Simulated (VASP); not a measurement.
Set up this calculation in VASP 6.6.1, as the native input.

```yaml
Task: single point
Functional: PBE
Potentials_or_basis: VASP PAW PBE potentials, release 64 (Al, In_d)
Cutoff: 520 eV
k_mesh: 2 × 2 × 2
Occupations: gaussian, width 0.05 eV
Spin: no spin polarisation
Dipole_correction: no
Further_INCAR_settings: LREAL = Auto; ALGO = Normal; EDIFF = 1e-07; NBANDS = 76
```

The structure of Al32In (a cell with a defect) lies in POSCAR:

```
Al32In
1.0
    8.1000000000      0.0000000000      0.0000000000
    0.0000000000      8.1000000000      0.0000000000
    0.0000000000      0.0000000000      8.1000000000
Al In
32 1
Direct
    0.4950621997     -0.0000656322     -0.0001191014
    0.7498911798      0.2321113423     -0.0001029009
    0.7498921046     -0.0000548120      0.2320563460
    0.0047103944     -0.0000645847     -0.0001184686
    0.2498806302      0.2451141222     -0.0001186559
    0.4820552648      0.4999412337     -0.0001008859
    0.7498913359      0.7677534801     -0.0000987604
    0.2498801577     -0.0000656388      0.2450627868
    0.4997438732      0.2497925171      0.2497439748
    0.7498626226      0.4999247177      0.1801711992
    0.4820557295     -0.0000547419      0.4998926675
    0.7498635835      0.1801953016      0.4998642982
    0.7498906726     -0.0000583241      0.7676961873
    0.0176964789      0.4999389117     -0.0001004015
    0.2498804534      0.7547615183     -0.0001187866
    0.0000193532      0.2498050304      0.2497567373
    0.2498984203      0.4999412640      0.2320555919
    0.4997505724      0.7500784800      0.2497506797
    0.0176953442     -0.0000583659      0.4998912346
    0.2498963622      0.2321111289      0.4998917920
    0.4301706959      0.4999247354      0.4998633221
    0.7498615412      0.8197286412      0.4998623396
    0.2498807895     -0.0000645694      0.7547111176
    0.4997566269      0.2498049918      0.7500205059
    0.7498632684      0.4999274543      0.8197056288
    0.0000138314      0.7500652596      0.2497631707
    0.0697049596      0.4999274883      0.4998639802
    0.2499005550      0.7677537444      0.4998918362
    0.0000069416      0.2498170188      0.7500080833
    0.2498989218      0.4999388848      0.7676975156
    0.4997630385      0.7500653312      0.7500149683
    0.0000017038      0.7500525974      0.7500028123
    0.7499594932      0.4999719735      0.4999599854
```

One way to write it, as run:

INCAR

```
PREC     = Accurate       # precision mode
ENCUT    = 520            # plane-wave cutoff, eV
EDIFF    = 1E-7           # SCF threshold, eV
ISMEAR   = 0              # smearing method
SIGMA    = 0.05           # smearing width, eV
LREAL    = Auto         
LASPH    = True           # aspherical terms in the spheres
NELM     = 80             # most SCF steps
ALGO     = Normal         # electronic algorithm
ISIF     = 2              # what is computed and relaxed
LWAVE    = False          # write WAVECAR
LCHARG   = False          # write CHGCAR
GGA      = PE             # functional
NBANDS   = 76             # bands
```

KPOINTS

```
regular mesh
0
Gamma
  2 2 2
```

Potentials or basis: VASP PAW PBE potentials, release 64 (Al, In_d).

Run with:

```bash
$ cat potpaw_PBE.64/Al/POTCAR potpaw_PBE.64/In_d/POTCAR > POTCAR
$ mpirun -np 1 vasp_std > vasp.out
```

It gave:

* Pressure: 6.4 GPa
* Largest force: 0.008 eV/Å

Caveat: the k points lie up to 0.39 Å⁻¹ apart.

Wall time 7.3 min on 1 thread of Intel(R) Xeon(R) Platinum 8259CL CPU @ 2.50GHz (Skylake/Cascade Lake) (shared host), peak memory 0.54 GiB.
